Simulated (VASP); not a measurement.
A run of VASP 6.6.1:

INCAR

```
SYSTEM = Rh
PREC = Accurate
ENCUT = 520
EDIFF = 1E-6
ISMEAR = 1
SIGMA = 0.1
LREAL = .False.
LASPH = .True.
NELM = 80
ALGO = Normal
ISIF = 2
LWAVE = .False.
LCHARG = .False.
GGA = PE
NBANDS = 14
```

The input KPOINTS:

```
regular mesh
0
Gamma
  13 13 13
  0 0 0
```

Contents of POSCAR:

```
Rh
1.0
    0.0000000000      1.9350721950      1.9350721950
    1.9350721950      0.0000000000      1.9350721950
    1.9350721950      1.9350721950      0.0000000000
Rh
1
Direct
    0.0000000000      0.0000000000      0.0000000000
```

Potentials or basis: VASP PAW PBE potentials, release 64 (Rh_pv).

Launch:

```sh
$ cat potpaw_PBE.64/Rh_pv/POTCAR > POTCAR
$ mpirun -np 1 vasp_std > vasp.out
```

Hardware: 1 thread of Intel(R) Xeon(R) 6975P-C (Granite Rapids), with other jobs on the host.

Question: Estimate the wall time of this run.

Answer: Run time: 9.2 s on 1 thread of Intel(R) Xeon(R) 6975P-C (Granite Rapids) (shared host), peak memory 0.13 GiB. Counts: scf iterations 11, k points 84.
